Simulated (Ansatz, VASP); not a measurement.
**LaAl2N3: VASP beside Ansatz**

```
CELL_PARAMETERS angstrom
4.30231 0.00000 0.00000
0.00000 4.30231 0.00000
0.00000 0.00000 5.95616
ATOMIC_POSITIONS crystal
La 0.50000 0.50000 0.64162
Al 0.50000 0.00000 0.01562
Al 0.00000 0.50000 0.01562
N 0.50000 0.00000 0.63904
N 0.00000 0.50000 0.63904
N 0.00000 0.00000 0.67077
```

Alike in both runs: task single point; functional PBE; k mesh 4 × 4 × 4; occupations gaussian, width 0.1 eV; no spin polarisation.

|  | VASP | Ansatz |
| --- | --- | --- |
| version | VASP 6.6.1 | Ansatz 0.2.0 |
| potentials or method | VASP PAW PBE potentials, release 64 (La, Al, N), cutoff 520 eV | scalar-relativistic, plane waves, PAW |
| valence electrons in the cell | 32 | 32 |

```csv
,VASP,Ansatz,Ansatz less VASP
gap on the k mesh at the Fermi level (eV),none,none,-
pressure (GPa),7.6,7.7,+0.07
"traceless stress, the component that is largest in VASP (GPa)",-13.16,-13.19,-0.030
rms of the force components (eV/Å),0.851,0.851,+0.0001
```

Atom by atom the forces differ by 0.002 eV/Å (rms over components). A gap of «none» marks a metal or a gap that the smearing closes.

The k mesh is coarse, so the values compare programs but aren't converged. Spin-orbit coupling is off throughout.
